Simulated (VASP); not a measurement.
# Ti in VASP: relaxation of the atoms with LDA

Aim: the relaxation of the atoms of Ti with LDA.

Program: VASP 6.6.1. These are calculated values, not measurements. Logs are shortened: lines on timing, memory, paths and dates and some standing lists are left out, and cuts for length are marked.

## Step 1: The cell of the first run

The cell holds a slab with vacuum, 4 atoms: a = 2.864 Å, b = 2.864 Å, c = 20.802 Å, α = 90.00°, β = 90.00°, γ = 120.00°.

## Step 2: Relaxation of the atoms, LDA

INCAR reads:

```
PREC     = Accurate       # precision mode
ENCUT    = 520            # plane-wave cutoff, eV
EDIFF    = 1E-6           # SCF threshold, eV
ISMEAR   = 0              # smearing method
SIGMA    = 0.1            # smearing width, eV
LREAL    = F              # projectors in reciprocal space
LASPH    = T              # aspherical terms in the spheres
NELM     = 60             # most SCF steps
ALGO     = Normal         # electronic algorithm
ISIF     = 2              # what is computed and relaxed
LWAVE    = F              # write WAVECAR
LCHARG   = F              # write CHGCAR
LDIPOL   = T            
IDIPOL   = 3            
DIPOL    = 0.5 0.5 0.500
IBRION   = 2              # ionic algorithm
NSW      = 70             # ionic steps
EDIFFG   = -0.03          # ionic threshold
```

KPOINTS reads:

```
regular mesh
0
Gamma
  12 12 1
```

POSCAR reads:

```
Ti
1.0
    2.8639615639      0.0000000000      0.0000000000
   -1.4319807819      2.4802634698      0.0000000000
    0.0000000000      0.0000000000     20.8021225770
Ti
4
Selective dynamics
Direct
    0.6666666667      0.3333333333      0.3365041223  F F F
    0.3333333333      0.6666666667      0.4455013741  F F F
    0.6666666667      0.3333333333      0.5544986259  T T T
    0.3333333333      0.6666666667      0.6634958777  T T T
```

Potentials or basis: VASP PAW LDA potentials, release 64 (Ti_sv).

The run is started by

```bash
cat potpaw_LDA.64/Ti_sv/POTCAR > POTCAR
mpirun -np 1 vasp_std > vasp.out
```

OUTCAR:

```text
PREC = Accurate
   ENCUT = 520
   EDIFF = 1E-6
   ISMEAR = 0
   LREAL = F
   LASPH = T
   NELM = 60
   ISIF = 2
   IBRION = 2
   NSW = 70
   EDIFFG = -0.03

 ion  position               nearest neighbor table
   1  0.667  0.333  0.337-   2 2.81   2 2.81   2 2.81
   2  0.333  0.667  0.446-   1 2.81   3 2.81   1 2.81   3 2.81   1 2.81   3 2.81
   3  0.667  0.333  0.554-   4 2.81   2 2.81   4 2.81   2 2.81   4 2.81   2 2.81
   4  0.333  0.667  0.663-   3 2.81   3 2.81   3 2.81

  LATTYP: Found a hexagonal cell.
 ALAT       =     2.8639615639
 C/A-ratio  =     7.2634084337

  Lattice vectors:

 A1 = (   2.8639615639,   0.0000000000,   0.0000000000)
 A2 = (  -1.4319807819,   2.4802634698,   0.0000000000)
 A3 = (   0.0000000000,   0.0000000000,  20.8021225770)

Analysis of symmetry for initial positions (statically):
=====================================================================
 Subroutine PRICEL returns:
 Original cell was already a primitive cell.

 Routine SETGRP: Setting up the symmetry group for a
 hexagonal supercell.

 Subroutine GETGRP returns: Found 12 space group operations
 (whereof 12 operations were pure point group operations)
 out of a pool of 24 trial point group operations.

The static configuration has the point symmetry D_3d.

Analysis of symmetry for dynamics (positions and initial velocities):
=====================================================================
 Subroutine PRICEL returns:
 Original cell was already a primitive cell.

 Routine SETGRP: Setting up the symmetry group for a
 hexagonal supercell.

 Subroutine GETGRP returns: Found 12 space group operations
 (whereof 12 operations were pure point group operations)
 out of a pool of 24 trial point group operations.

The dynamic configuration has the point symmetry D_3d.

Analysis of constrained symmetry for selective dynamics:
=====================================================================
 Subroutine PRICEL returns:
 Original cell was already a primitive cell.

 Routine SETGRP: Setting up the symmetry group for a
 hexagonal supercell.

 Subroutine GETGRP returns: Found  6 space group operations
 (whereof  6 operations were pure point group operations)
 out of a pool of 24 trial point group operations.

The constrained configuration has the point symmetry C_3v.

 Subroutine INISYM returns: Found  6 space group operations
 (whereof  6 operations are pure point group operations),
 and found     1 'primitive' translations

----------------------------------------------------------------------------------------

                                     Primitive cell

  volume of cell :     147.7654

  direct lattice vectors                    reciprocal lattice vectors
     2.863961564  0.000000000  0.000000000     0.349166697  0.201591487  0.000000000
    -1.431980782  2.480263470  0.000000000     0.000000000  0.403182973  0.000000000
     0.000000000  0.000000000 20.802122577     0.000000000  0.000000000  0.048072017

  length of vectors
     2.863961564  2.863961564 20.802122577     0.403182973  0.403182973  0.048072017

  position of ions in fractional coordinates (direct lattice)
     0.666666667  0.333333333  0.336504122
     0.333333333  0.666666667  0.445501374
     0.666666667  0.333333333  0.554498626
     0.333333333  0.666666667  0.663495878

  ion indices of the primitive-cell ions
   primitive index   ion index
                 1           1
                 2           2
                 3           3
                 4           4

----------------------------------------------------------------------------------------

 KPOINTS: regular mesh

Automatic generation of k-mesh.
 Grid dimensions read from file:
 generate k-points for:   12   12    1

 Generating k-lattice:

  Cartesian coordinates                     Fractional coordinates (reciprocal lattice)
     0.029097225  0.016799291  0.000000000     0.083333333  0.000000000  0.000000000
     0.000000000  0.033598581  0.000000000     0.000000000  0.083333333  0.000000000
     0.000000000  0.000000000  0.048072017     0.000000000  0.000000000  1.000000000

  Length of vectors
     0.033598581  0.033598581  0.048072017

  Shift w.r.t. Gamma in fractional coordinates (k-lattice)
     0.000000000  0.000000000  0.000000000

 Subroutine IBZKPT returns following result:
 ===========================================

 Found     19 irreducible k-points:

 Following reciprocal coordinates:
            Coordinates               Weight
  0.000000  0.000000  0.000000      1.000000
  0.083333  0.000000  0.000000      6.000000
  0.166667 -0.000000  0.000000      6.000000
  0.250000 -0.000000  0.000000      6.000000
  0.333333 -0.000000  0.000000      6.000000
  0.416667 -0.000000  0.000000      6.000000
[... 11 lines left out ...]
  0.333333  0.250000  0.000000     12.000000
  0.333333  0.333333  0.000000      2.000000
   k-points           NKPTS =     19   k-points in BZ     NKDIM =     19   number of bands    NBANDS=     28
   number of dos      NEDOS =    301   number of ions     NIONS =      4
   total plane-waves  NPLWV =  92160
   dimension x,y,z NGX =    24 NGY =   24 NGZ =  160
   dimension x,y,z NGXF=    48 NGYF=   48 NGZF=  320
   ions per type =               4
   NGX,Y,Z   is equivalent  to a cutoff of  13.93, 13.93, 12.79 a.u.
   NGXF,Y,Z  is equivalent  to a cutoff of  27.86, 27.86, 25.57 a.u.
 SYSTEM =  unknown system
   PREC   = accura    normal or accurate (medium, high low for compatibility)
   ISTART =      0    job   : 0-new  1-cont  2-samecut
   ICHARG =      2    charge: 1-file 2-atom 10-const
   ISPIN  =      1    spin polarized calculation?
   LNONCOLLINEAR =      F non collinear calculations
   LSORBIT =      F    spin-orbit coupling
   LASPH  =      T    aspherical Exc in radial PAW
   ENCUT  =  520.0 eV  38.22 Ry    6.18 a.u.   5.33  5.33 38.68*2*pi/ulx,y,z
   NELM   =     60;   NELMIN=  2; NELMDL= -5     # of ELM steps
   EDIFF  = 0.1E-05   stopping-criterion for ELM
   LREAL  =      F    real-space projection
   EDIFFG = -.3E-01   stopping-criterion for IOM
   NSW    =     70    number of steps for IOM
   IBRION =      2    ionic relax: 0-MD 1-quasi-New 2-CG
   NFREE  =      1    steps in history (QN), initial steepest desc. (CG)
   ISIF   =      2    stress and relaxation
   ISYM   =      2    0-nonsym 1-usesym 2-fastsym
   POTIM  = 0.5000    time-step for ionic-motion
   TEBEG  =    0.0;   TEEND  =   0.0 temperature during run
   PSTRESS=    0.0 pullay stress
   NELECT =      48.0000    total number of electrons
   NUPDOWN=      -1.0000    fix difference up-down
   EMIN   =  10.00;   EMAX   =-10.00  energy-range for DOS
   EFERMI =   0.00;   METHOD = LEGACY
   ISMEAR =     0;   SIGMA  =   0.10  broadening in eV -4-tet -1-fermi 0-gaus
   EFERMI_NEDOS =   21; number of points for ismear=-14 and -15
   IALGO  =     38    algorithm
   IMIX   =      4    mixing-type and parameters
     AMIX     =   0.40;   BMIX     =  1.00
     AMIX_MAG =   1.60;   BMIX_MAG =  1.00
  volume/ion in A,a.u.               =      36.94       249.29
  Fermi-wavevector in a.u.,A,eV,Ry     =   1.125376  2.126652 17.231389  1.266471
  Thomas-Fermi vector in A             =   2.262053
   LORBIT       =      0    0 simple, 1 ext, 2 COOP (PROOUT), +10 PAW based schemes
   GGA     = CA    functional components
   LHFCALC =     F    Hartree Fock is set to
   AEXX    =    0.0000 exact exchange contribution
   IVDW    =     0    specifies the selected vdW correction
   LEPSILON=     F    determine dielectric tensor
   LRPA    =     F    only Hartree local field effects (RPA)
 conjugate gradient relaxation of ions
 non-spin polarized calculation
 Gauss-broadening in eV      SIGMA  =   0.10
  energy-cutoff  :      520.00
  volume of cell :      147.77
 maximum number of plane-waves:      4013
 NGX is ok and might be reduce to    24
   NGX = 11   NGY = 11   NGZ = 77

--------------------------------------- Ionic step        1  -------------------------------------------

 number of electron      48.0000012 magnetization

 Free energy of the ion-electron system (eV)
  ---------------------------------------------------
  ext. energy  EPLUGINS =         0.00000000
  ---------------------------------------------------
  free energy    TOTEN  =       -32.12353758 eV

  energy without entropy =      -32.07948864  energy(sigma->0) =      -32.10151311

------------------------ aborting loop because EDIFF is reached ----------------------------------------

  FORCE on cell =-STRESS in cart. coord.  units (eV):
  Direction    XX          YY          ZZ          XY          YZ          ZX
  --------------------------------------------------------------------------------------
  -------------------------------------------------------------------------------------
  Total       -2.0431163     -2.0431163     -2.0442842     -0.0000000      0.0000000     -0.0000000
  in kB      -22.1529217    -22.1529217    -22.1655854     -0.0000000      0.0000000     -0.0000000
  external PRESSURE =     -22.1571429 kB  Pullay stress =       0.0000000 kB
[... 57 lines left out ...]
  FREE ENERGIE OF THE ION-ELECTRON SYSTEM (eV)
  ---------------------------------------------------
  free  energy   TOTEN  =       -32.1577576396 eV

  energy  without entropy=      -32.1149859621  energy(sigma->0) =      -32.13637180

 dipolmoment           0.000000      0.000000      0.071787 electrons x Angstroem

--------------------------------------- Ionic step        3  -------------------------------------------

 number of electron      48.0000009 magnetization

------------------------ aborting loop because EDIFF is reached ----------------------------------------
[... 33 lines left out ...]
--------------------------------------- Ionic step        4  -------------------------------------------

 number of electron      48.0000011 magnetization

 dipolmoment           0.000000      0.000000     -0.003927 electrons x Angstroem

 Free energy of the ion-electron system (eV)
  ---------------------------------------------------
  ext. energy  EPLUGINS =         0.00000000
  ---------------------------------------------------
  free energy    TOTEN  =       -32.17825241 eV

  energy without entropy =      -32.13742363  energy(sigma->0) =      -32.15783802

 E-fermi :   1.3832     XC(G=0):  -6.3337

 val. band max:        1.3796674239   @ k =   0.4167   0.1667   0.0000
 cond. band min:       1.3965823272   @ k =   0.2500  -0.0000   0.0000
 fundamental gap:      0.0169149032
 Fermi energy:         1.3831821505

 k-point     1 :       0.0000    0.0000    0.0000
  band No.  band energies     occupation
      1     -54.7807      2.00000
      2     -54.7222      2.00000
      3     -54.5399      2.00000
      4     -54.4303      2.00000
      5     -31.6903      2.00000
      6     -31.5823      2.00000
[... 578 lines left out ...]
     27       1.5301      0.03768
     28       1.6475      0.00019

------------------------ aborting loop because EDIFF is reached ----------------------------------------

 vacuum level on the upper side and lower side of the slab       (xc-potential included)        -0.131        -0.128

  FORCE on cell =-STRESS in cart. coord.  units (eV):
  Direction    XX          YY          ZZ          XY          YZ          ZX
  --------------------------------------------------------------------------------------
  -------------------------------------------------------------------------------------
  Total       -1.5673044     -1.5673044     -1.5195445     -0.0000000      0.0000000      0.0000000
  in kB      -16.9938308    -16.9938308    -16.4759834     -0.0000000      0.0000000      0.0000000
  external PRESSURE =     -16.8212150 kB  Pullay stress =       0.0000000 kB
[... 19 lines left out ...]
  FREE ENERGIE OF THE ION-ELECTRON SYSTEM (eV)
  ---------------------------------------------------
  free  energy   TOTEN  =       -32.1782524122 eV

  energy  without entropy=      -32.1374236278  energy(sigma->0) =      -32.15783802

 reached required accuracy - stopping structural energy minimisation

 vacuum level on the upper side and lower side of the slab         6.003         5.998
```

Run time: 5.4 min. Hardware: 1 thread of Intel Xeon Platinum 8259CL at 2.50GHz (Skylake/Cascade Lake), shared host; peak memory 0.26 GiB.

What came out:

| Property | Result |
| --- | --- |
| Free energy | -32.1783 eV |
| Energy gained by relaxing | 13.7 meV/atom |
| Ionic steps | 4 |
| Band gap on the k mesh | zero (bands 24 and 25 overlap by 0.94 eV) |

Step by step:
```tsv
step	energy change (eV)	largest force on free atoms (eV/Å)	pressure (GPa)
1	0.0000	0.7419	-2.22
2	-0.0342	0.4823	-2.04
3	-0.0545	0.0610	-1.63
4	-0.0547	0.0160	-1.68
```

Final structure:
```
Ti
1.0
     2.86396    0.00000    0.00000
    -1.43198    2.48026    0.00000
     0.00000    0.00000   20.80212
Ti
4
Direct
  0.66667 0.33333 0.33650
  0.33333 0.66667 0.44550
  0.66667 0.33333 0.55865
  0.33333 0.66667 0.66045
```
